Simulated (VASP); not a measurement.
# GaN in VASP: further runs

GaN is run at these levels: PBE; tasks: single point, relaxation of cell and atoms.

Everything below comes from runs of VASP 6.6.1. Logs are shortened: lines on timing, memory, paths and dates and some standing lists are left out, and cuts for length are marked.

## (1) The cell of the first run

It takes space group Fm-3m (No. 225, cubic). The conventional cell has a = 4.268 Å, b = 4.268 Å, c = 4.268 Å, α = 90.00°, β = 90.00°, γ = 90.00°. Ga (site symmetry m-3m) has 6 N at 2.13 Å within 2.8 Å. Within 2.8 Å of N (site symmetry m-3m) lie 6 Ga at 2.13 Å.

## (2) Single point, PBE

Contents of INCAR:

```
PREC = Accurate
ENCUT = 520
EDIFF = 1E-6
ISMEAR = 0
SIGMA = 0.02
LREAL = False
LASPH = True
NELM = 60
ALGO = Normal
ISIF = 2
LWAVE = False
LCHARG = False
GGA = PE
NBANDS = 16
```

Contents of KPOINTS:

```
Automatic mesh
0
Gamma
  14 14 14
```

Contents of POSCAR:

```
GaN
1.0
    0.0000000000      2.1340231845      2.1340231845
    2.1340231845      0.0000000000      2.1340231845
    2.1340231845      2.1340231845      0.0000000000
Ga N
1 1
Direct
    0.5000000000      0.5000000000      0.5000000000
    0.0000000000      0.0000000000      0.0000000000
```

Potentials or basis: VASP PAW PBE potentials, release 64 (Ga_d, N).

On the command line:

```sh
$ cat potpaw_PBE.64/Ga_d/POTCAR potpaw_PBE.64/N/POTCAR > POTCAR
$ mpirun -np 1 vasp_std > vasp.out
```

OUTCAR:

```text
PREC = Accurate
   ENCUT = 520
   EDIFF = 1E-6
   ISMEAR = 0
   LREAL = False
   LASPH = True
   NELM = 60
   ISIF = 2
   GGA = PE

 ion  position               nearest neighbor table
   1  0.500  0.500  0.500-   2 2.13   2 2.13   2 2.13   2 2.13   2 2.13   2 2.13
   2  0.000  0.000  0.000-   1 2.13   1 2.13   1 2.13   1 2.13   1 2.13   1 2.13

  LATTYP: Found a face centered cubic cell.
 ALAT       =     4.2680463690

  Lattice vectors:

 A1 = (   0.0000000000,   2.1340231845,   2.1340231845)
 A2 = (   2.1340231845,   0.0000000000,   2.1340231845)
 A3 = (   2.1340231845,   2.1340231845,   0.0000000000)

Analysis of symmetry for initial positions (statically):
=====================================================================
 Subroutine PRICEL returns:
 Original cell was already a primitive cell.

 Routine SETGRP: Setting up the symmetry group for a
 face centered cubic supercell.

 Subroutine GETGRP returns: Found 48 space group operations
 (whereof 48 operations were pure point group operations)
 out of a pool of 48 trial point group operations.

The static configuration has the point symmetry O_h .

Analysis of symmetry for dynamics (positions and initial velocities):
=====================================================================
 Subroutine PRICEL returns:
 Original cell was already a primitive cell.

 Routine SETGRP: Setting up the symmetry group for a
 face centered cubic supercell.

 Subroutine GETGRP returns: Found 48 space group operations
 (whereof 48 operations were pure point group operations)
 out of a pool of 48 trial point group operations.

The dynamic configuration has the point symmetry O_h .

 Subroutine INISYM returns: Found 48 space group operations
 (whereof 48 operations are pure point group operations),
 and found     1 'primitive' translations

----------------------------------------------------------------------------------------

                                     Primitive cell

  volume of cell :      19.4369

  direct lattice vectors                    reciprocal lattice vectors
     0.000000000  2.134023185  2.134023185    -0.234299235  0.234299235  0.234299235
     2.134023185  0.000000000  2.134023185     0.234299235 -0.234299235  0.234299235
     2.134023185  2.134023185  0.000000000     0.234299235  0.234299235 -0.234299235

  length of vectors
     3.017964530  3.017964530  3.017964530     0.405818180  0.405818180  0.405818180

  position of ions in fractional coordinates (direct lattice)
     0.500000000  0.500000000  0.500000000
     0.000000000  0.000000000  0.000000000

  ion indices of the primitive-cell ions
   primitive index   ion index
                 1           1
                 2           2

----------------------------------------------------------------------------------------

 KPOINTS: Automatic mesh

Automatic generation of k-mesh.
 Grid dimensions read from file:
 generate k-points for:   14   14   14

 Generating k-lattice:

  Cartesian coordinates                     Fractional coordinates (reciprocal lattice)
    -0.016735660  0.016735660  0.016735660     0.071428571  0.000000000  0.000000000
     0.016735660 -0.016735660  0.016735660     0.000000000  0.071428571  0.000000000
     0.016735660  0.016735660 -0.016735660     0.000000000  0.000000000  0.071428571

  Length of vectors
     0.028987013  0.028987013  0.028987013

  Shift w.r.t. Gamma in fractional coordinates (k-lattice)
     0.000000000  0.000000000  0.000000000

 Subroutine IBZKPT returns following result:
 ===========================================

 Found    104 irreducible k-points:

 Following reciprocal coordinates:
            Coordinates               Weight
  0.000000  0.000000  0.000000      1.000000
  0.071429  0.000000  0.000000      8.000000
  0.142857  0.000000  0.000000      8.000000
  0.214286  0.000000  0.000000      8.000000
  0.285714  0.000000  0.000000      8.000000
  0.357143  0.000000  0.000000      8.000000
[... 16 lines left out ...]
  0.214286  0.142857  0.000000     24.000000
  0.285714  0.142857  0.000000     24.000000
 [... further k-points ...]
   k-points           NKPTS =    104   k-points in BZ     NKDIM =    104   number of bands    NBANDS=     16
   number of dos      NEDOS =    301   number of ions     NIONS =      2
   total plane-waves  NPLWV =  13824
   dimension x,y,z NGX =    24 NGY =   24 NGZ =   24
   dimension x,y,z NGXF=    48 NGYF=   48 NGZF=   48
   ions per type =               1   1
   NGX,Y,Z   is equivalent  to a cutoff of  13.22, 13.22, 13.22 a.u.
   NGXF,Y,Z  is equivalent  to a cutoff of  26.44, 26.44, 26.44 a.u.
 SYSTEM =  unknown system
   PREC   = accura    normal or accurate (medium, high low for compatibility)
   ISTART =      0    job   : 0-new  1-cont  2-samecut
   ICHARG =      2    charge: 1-file 2-atom 10-const
   ISPIN  =      1    spin polarized calculation?
   LNONCOLLINEAR =      F non collinear calculations
   LSORBIT =      F    spin-orbit coupling
   LASPH  =      T    aspherical Exc in radial PAW
   ENCUT  =  520.0 eV  38.22 Ry    6.18 a.u.   5.61  5.61  5.61*2*pi/ulx,y,z
   NELM   =     60;   NELMIN=  2; NELMDL= -5     # of ELM steps
   EDIFF  = 0.1E-05   stopping-criterion for ELM
   LREAL  =      F    real-space projection
   EDIFFG = 0.1E-04   stopping-criterion for IOM
   NSW    =      0    number of steps for IOM
   IBRION =     -1    ionic relax: 0-MD 1-quasi-New 2-CG
   NFREE  =      0    steps in history (QN), initial steepest desc. (CG)
   ISIF   =      2    stress and relaxation
   ISYM   =      2    0-nonsym 1-usesym 2-fastsym
   POTIM  = 0.5000    time-step for ionic-motion
   TEBEG  =    0.0;   TEEND  =   0.0 temperature during run
   PSTRESS=    0.0 pullay stress
   NELECT =      18.0000    total number of electrons
   NUPDOWN=      -1.0000    fix difference up-down
   EMIN   =  10.00;   EMAX   =-10.00  energy-range for DOS
   EFERMI =   0.00;   METHOD = LEGACY
   ISMEAR =     0;   SIGMA  =   0.02  broadening in eV -4-tet -1-fermi 0-gaus
   EFERMI_NEDOS =   21; number of points for ismear=-14 and -15
   IALGO  =     38    algorithm
   IMIX   =      4    mixing-type and parameters
     AMIX     =   0.40;   BMIX     =  1.00
     AMIX_MAG =   1.60;   BMIX_MAG =  1.00
  volume/ion in A,a.u.               =       9.72        65.58
  Fermi-wavevector in a.u.,A,eV,Ry     =   1.595719  3.015472 34.644794  2.546321
  Thomas-Fermi vector in A             =   2.693594
   LORBIT       =      0    0 simple, 1 ext, 2 COOP (PROOUT), +10 PAW based schemes
   GGA     = PE    functional components
   LHFCALC =     F    Hartree Fock is set to
   AEXX    =    0.0000 exact exchange contribution
   IVDW    =     0    specifies the selected vdW correction
   LEPSILON=     F    determine dielectric tensor
   LRPA    =     F    only Hartree local field effects (RPA)
 non-spin polarized calculation
 Gauss-broadening in eV      SIGMA  =   0.02
  energy-cutoff  :      520.00
  volume of cell :       19.44
 maximum number of plane-waves:       544
   NGX = 11   NGY = 11   NGZ = 11

 number of electron      18.0000006 magnetization

 Free energy of the ion-electron system (eV)
  ---------------------------------------------------
  ext. energy  EPLUGINS =         0.00000000
  ---------------------------------------------------
  free energy    TOTEN  =       -11.20664819 eV

  energy without entropy =      -11.20664819  energy(sigma->0) =      -11.20664819

 E-fermi :   7.6264     XC(G=0): -12.9140

 val. band max:        7.5397160967   @ k =  -0.2143   0.1429   0.0000
 cond. band min:       7.9467280266   @ k =   0.5000   0.5000   0.0000
 fundamental gap:      0.4070119299
 Fermi energy:         7.6263787634

 k-point     1 :       0.0000    0.0000    0.0000
  band No.  band energies     occupation
      1      -9.4772      2.00000
      2      -6.4640      2.00000
      3      -6.4640      2.00000
      4      -6.4640      2.00000
      5      -6.3765      2.00000
      6      -6.3765      2.00000
[... 8 lines left out ...]
     15      22.9424      0.00000
     16      22.9424      0.00000

 k-point     2 :       0.0714    0.0000    0.0000
  band No.  band energies     occupation
      1      -9.3805      2.00000
      2      -6.4675      2.00000
      3      -6.4585      2.00000
      4      -6.4585      2.00000
      5      -6.3833      2.00000
      6      -6.3833      2.00000
[... 8 lines left out ...]
     15      23.0603      0.00000
     16      23.0603      0.00000

 k-point     3 :       0.1429    0.0000    0.0000
  band No.  band energies     occupation
      1      -9.0953      2.00000
      2      -6.4770      2.00000
      3      -6.4556      2.00000
      4      -6.4556      2.00000
      5      -6.3894      2.00000
      6      -6.3894      2.00000
[... 8 lines left out ...]
     15      23.6018      0.00000
     16      23.6018      0.00000

 k-point     4 :       0.2143    0.0000    0.0000
  band No.  band energies     occupation
      1      -8.6386      2.00000
      2      -6.4903      2.00000
      3      -6.4830      2.00000
      4      -6.4830      2.00000
      5      -6.3662      2.00000
      6      -6.3662      2.00000
[... 8 lines left out ...]
     15      24.5394      0.00000
     16      24.5394      0.00000

 k-point     5 :       0.2857    0.0000    0.0000
  band No.  band energies     occupation
      1      -8.0466      2.00000
      2      -6.5258      2.00000
      3      -6.5258      2.00000
      4      -6.5040      2.00000
      5      -6.3275      2.00000
      6      -6.3275      2.00000
[... 8 lines left out ...]
     15      25.8162      0.00000
     16      25.8162      0.00000

 k-point     6 :       0.3571    0.0000    0.0000
  band No.  band energies     occupation
      1      -7.3939      2.00000
      2      -6.5664      2.00000
      3      -6.5664      2.00000
      4      -6.5135      2.00000
      5      -6.2900      2.00000
      6      -6.2900      2.00000
[... 8 lines left out ...]
     15      27.3740      0.00000
     16      27.3740      0.00000

 k-point     7 :       0.4286    0.0000    0.0000
  band No.  band energies     occupation
      1      -6.8383      2.00000
      2      -6.5948      2.00000
      3      -6.5948      2.00000
      4      -6.5068      2.00000
      5      -6.2635      2.00000
      6      -6.2635      2.00000
[... 8 lines left out ...]
     15      29.0923      0.00000
     16      29.0923      0.00000

 k-point     8 :       0.5000    0.0000    0.0000
  band No.  band energies     occupation
      1      -6.6413      2.00000
      2      -6.6049      2.00000
      3      -6.6049      2.00000
      4      -6.4649      2.00000
      5      -6.2540      2.00000
      6      -6.2540      2.00000
[... 8 lines left out ...]
     15      30.2527      0.00000
     16      30.2527      0.00000

 k-point     9 :       0.0714    0.0714    0.0000
  band No.  band energies     occupation
      1      -9.3495      2.00000
      2      -6.4722      2.00000
      3      -6.4538      2.00000
      4      -6.4538      2.00000
      5      -6.3997      2.00000
      6      -6.3715      2.00000
[... 8 lines left out ...]
     15      24.2880      0.00000
     16      24.2880      0.00000
[... 172 lines left out ...]
 k-point    19 :      -0.2143    0.0714    0.0000
  band No.  band energies     occupation
      1      -8.3931      2.00000
      2      -6.5066      2.00000
      3      -6.5018      2.00000
      4      -6.4833      2.00000
      5      -6.3780      2.00000
      6      -6.3051      2.00000
[... 8 lines left out ...]
     15      24.0100      0.00000
     16      26.2206      0.00000

 k-point    20 :      -0.1429    0.0714    0.0000
  band No.  band energies     occupation
      1      -8.8845      2.00000
      2      -6.4848      2.00000
      3      -6.4636      2.00000
      4      -6.4575      2.00000
      5      -6.4148      2.00000
      6      -6.3484      2.00000
[... 8 lines left out ...]
     15      23.6180      0.00000
     16      25.1491      0.00000

 k-point    21 :      -0.0714    0.0714    0.0000
  band No.  band energies     occupation
      1      -9.2222      2.00000
      2      -6.4742      2.00000
      3      -6.4531      2.00000
      4      -6.4493      2.00000
      5      -6.4093      2.00000
      6      -6.3723      2.00000
[... 8 lines left out ...]
     15      23.4938      0.00000
     16      24.2464      0.00000

 k-point    22 :       0.1429    0.1429    0.0000
  band No.  band energies     occupation
      1      -8.9916      2.00000
      2      -6.4951      2.00000
      3      -6.4392      2.00000
      4      -6.4240      2.00000
      5      -6.4240      2.00000
      6      -6.3573      2.00000
[... 8 lines left out ...]
     15      26.4594      0.00000
     16      26.4594      0.00000

 k-point    23 :       0.2143    0.1429    0.0000
  band No.  band energies     occupation
      1      -8.6919      2.00000
      2      -6.5087      2.00000
      3      -6.4563      2.00000
      4      -6.4159      2.00000
      5      -6.3824      2.00000
      6      -6.3415      2.00000
[... 8 lines left out ...]
     15      26.8464      0.00000
     16      27.2576      0.00000

 k-point    24 :       0.2857    0.1429    0.0000
  band No.  band energies     occupation
      1      -8.2736      2.00000
      2      -6.5220      2.00000
      3      -6.4650      2.00000
      4      -6.4368      2.00000
      5      -6.3088      2.00000
      6      -6.2973      2.00000
[... 8 lines left out ...]
     15      26.9151      0.00000
     16      27.9769      0.00000

 [... further k-points ...]

------------------------ aborting loop because EDIFF is reached ----------------------------------------

  FORCE on cell =-STRESS in cart. coord.  units (eV):
  Direction    XX          YY          ZZ          XY          YZ          ZX
  --------------------------------------------------------------------------------------
  -------------------------------------------------------------------------------------
  Total        0.0958158      0.0958158      0.0958158     -0.0000000      0.0000000     -0.0000000
  in kB        7.8980588      7.8980588      7.8980588     -0.0000000      0.0000000     -0.0000000
  external PRESSURE =       7.8980588 kB  Pullay stress =       0.0000000 kB

 VOLUME and BASIS-vectors are now :
 -----------------------------------------------------------------------------
  energy-cutoff  :      520.00
  volume of cell :       19.44
      direct lattice vectors                 reciprocal lattice vectors
     0.000000000  2.134023185  2.134023185    -0.234299235  0.234299235  0.234299235
     2.134023185  0.000000000  2.134023185     0.234299235 -0.234299235  0.234299235
     2.134023185  2.134023185  0.000000000     0.234299235  0.234299235 -0.234299235

 POSITION                                       TOTAL-FORCE (eV/Angst)
 -----------------------------------------------------------------------------------
      2.13402      2.13402      2.13402         0.000000      0.000000      0.000000
      0.00000      0.00000      0.00000         0.000000     -0.000000      0.000000
 -----------------------------------------------------------------------------------
    total drift:                                0.000000     -0.000000      0.000000

  FREE ENERGIE OF THE ION-ELECTRON SYSTEM (eV)
  ---------------------------------------------------
  free  energy   TOTEN  =       -11.2066481907 eV

  energy  without entropy=      -11.2066481907  energy(sigma->0) =      -11.20664819
```

Wall time 24 s (1 thread of Intel Xeon 8259CL, shared host); peak memory 0.16 GiB.

What came out:

```
Free energy            : -11.2066 eV
Pressure               : 0.8 GPa
Band gap on the k mesh : 0.41 eV (least direct gap 2.39 eV)
```

Levels at points of the mesh, in eV from the valence-band top:
```
           k point  band 5  band 6  band 7  band 8  band 9  band 10  band 11  band 12  band 13  band 14
(0.00, 0.00, 0.00)  -13.92  -13.92   -0.48   -0.48   -0.48     1.90    14.55    14.55    14.55    15.40
(0.50, 0.00, 0.00)  -13.79  -13.79   -8.10   -0.17   -0.17     4.57     8.93     8.93     9.02    16.08
(0.50, 0.50, 0.00)  -13.74  -11.06   -6.90   -2.94   -2.94     0.41     7.80    11.63    14.12    14.12
```

A k mesh can miss the band edges.

(Part 1 of 2 ends here.)
